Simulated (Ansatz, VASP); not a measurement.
Two plane-wave programs on Si

```
CELL_PARAMETERS angstrom
3.80198 0.00000 0.00000
-1.90099 3.29261 0.00000
0.00000 0.00000 6.03756
ATOMIC_POSITIONS crystal
Si 0.33333 0.66667 0.06303
Si 0.66667 0.33333 0.56303
Si 0.33333 0.66667 0.43697
Si 0.66667 0.33333 0.93697
```

Change from the starting cell: strain +0.000 along x and y, -0.040 along z, atoms carried along.

Alike in both runs: task single point; functional LDA; k mesh 12 × 12 × 6; occupations gaussian, width 0.03 eV; no spin polarisation.

|  | VASP | Ansatz |
| --- | --- | --- |
| version | VASP 6.6.1 | Ansatz 0.2.0 |
| potentials or method | VASP PAW LDA potentials, release 64 (Si), cutoff 520 eV | scalar-relativistic, plane waves, PAW |
| valence electrons in the cell | 16 | 16 |

VASP gave:

- gap on the k mesh at the Fermi level (eV): none
- pressure (GPa): 4.7
- traceless stress, the component that is largest in VASP (GPa): 7.46
- rms of the force components (eV/Å): 0.335

**Question.** Which values does Ansatz return?

**Answer.** gap on the k mesh at the Fermi level (eV): none; pressure (GPa): 4.6; traceless stress, the component that is largest in VASP (GPa): 7.43; rms of the force components (eV/Å): 0.335.

LDA's correlation is that of Perdew and Zunger in VASP and of Perdew and Wang (1992) in Ansatz. Atom by atom the forces differ by 0.000 eV/Å (rms over components). A gap of «none» marks a metal or a gap that the smearing closes.
